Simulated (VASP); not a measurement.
Here is a VASP 6.6.1 calculation.

POSCAR

```
CdSe
1.0
    0.0000000000      2.8429458735      2.8429458735
    2.8429458735      0.0000000000      2.8429458735
    2.8429458735      2.8429458735      0.0000000000
Cd Se
1 1
Direct
    0.0000000000      0.0000000000      0.0000000000
    0.5000000000      0.5000000000      0.5000000000
```

INCAR.step1

```
SYSTEM = CdSe
PREC = Accurate ; ENCUT = 520
EDIFF = 1E-5 ; ISMEAR = 0
SIGMA = 0.05 ; LREAL = .FALSE.
LASPH = .TRUE. ; NELM = 60
ALGO = Normal ; ISIF = 2
LWAVE = .TRUE. ; LCHARG = .FALSE.
NBANDS = 16 ; GGA = PE
```

The input INCAR.step2:

```
SYSTEM = CdSe
PREC = Accurate ; ENCUT = 520
EDIFF = 1E-6 ; ISMEAR = 0
SIGMA = 0.05 ; LREAL = .FALSE.
LASPH = .TRUE. ; NELM = 60
ALGO = Normal ; ISIF = 2
LWAVE = .FALSE. ; LCHARG = .FALSE.
GGA = PE ; LHFCALC = .TRUE.
HFSCREEN = 0.2079 ; PRECFOCK = Normal
NBANDS = 16 ; ISTART = 1
```

Contents of KPOINTS:

```
regular mesh
0
G
  4 4 4
  0 0 0
```

Potentials or basis: VASP PAW PBE potentials, release 64 (Cd, Se).

The run is started by

```bash
$ cat potpaw_PBE.64/Cd/POTCAR potpaw_PBE.64/Se/POTCAR > POTCAR
$ cp INCAR.step1 INCAR
$ mpirun -np 1 vasp_std > vasp.out
$ cp INCAR.step2 INCAR
$ mpirun -np 1 vasp_std > vasp.out
```

**Question.** Predict the band gap on the k mesh.

**Answer.** 0.40 eV (least direct gap 1.79 eV).

**Question.** What does it give for the pressure?

**Answer.** 0.7 GPa.

Caveat: the k points lie up to 0.48 Å⁻¹ apart; the structure was generated, so it needn't be the stable form of CdSe; the PAW data sets were made with another functional, which shifts forces and pressure a little. A k mesh can miss the band edges.
